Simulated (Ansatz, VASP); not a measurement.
**One calculation of Al, two programs**

```
CELL_PARAMETERS angstrom
-0.06072 1.99362 1.99362
1.99362 -0.06072 1.99362
1.99362 1.99362 -0.06072
ATOMIC_POSITIONS crystal
Al 0.00000 0.00000 0.00000
```

Change from the starting cell: equal xy, yz and zx shear strains of -3 %, PAW files.

Alike in both runs: task electric field gradients; functional PBE; k mesh 14 × 14 × 14; occupations fermi-dirac, width 0.05 eV; no spin polarisation.

```csv
,VASP,Ansatz
version,VASP 6.6.1,Ansatz 0.2.0
potentials or method,"VASP PAW PBE potentials, release 64 (Al)","PAW with Ansatz's default frozen-core files, scalar-relativistic"
plane-wave cutoff (eV),520,420
valence electrons in the cell,3,3
```

VASP gave:

```
pressure (GPa)                                                : -0.3
traceless stress, the component that is largest in VASP (GPa) : 0.14
size of Vzz on the site where it differs most (V/Å²)          : 4.2
```

Question: Which values does Ansatz return?

Answer: Pressure (GPa): -0.3; traceless stress, the component that is largest in VASP (GPa): 0.15; size of Vzz on the site where it differs most (V/Å²): 4.0.
